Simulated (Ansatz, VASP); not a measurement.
**SiC in VASP and in Ansatz**

```xyz
4
Lattice="3.1676 0.0000 0.0000 -1.5838 2.7432 0.0000 0.0000 0.0000 5.1996" Properties=species:S:1:pos:R:3 pbc="T T T"
Si    0.0000    1.8288   -0.0026
Si    1.5838    0.9144    2.5972
C     0.0000    1.8288    1.9524
C     1.5838    0.9144    4.5522
```

Change from the starting cell: hydrostatic strain +3.0%.

Alike in both runs: task single point; functional PBE; k mesh 12 × 12 × 6; occupations fermi-dirac, width 0.02 eV; no spin polarisation.

```csv
,VASP,Ansatz
version,VASP 6.6.1,Ansatz 0.2.0
potentials or method,"VASP PAW PBE potentials, release 64 (Si, C)","plane waves, PAW"
plane-wave cutoff (eV),520,420
valence electrons in the cell,16,16
```

Ansatz gave:

```
gap on the k mesh at the Fermi level (eV)                     : 2.43
pressure (GPa)                                                : -13.4
traceless stress, the component that is largest in VASP (GPa) : 0.12
```

Problem. Which values does VASP return?

Solution. gap on the k mesh at the Fermi level (eV): 2.43; pressure (GPa): -13.5; traceless stress, the component that is largest in VASP (GPa): 0.12.

The functional is the same, so the differences come from potentials, cutoffs and numerics.
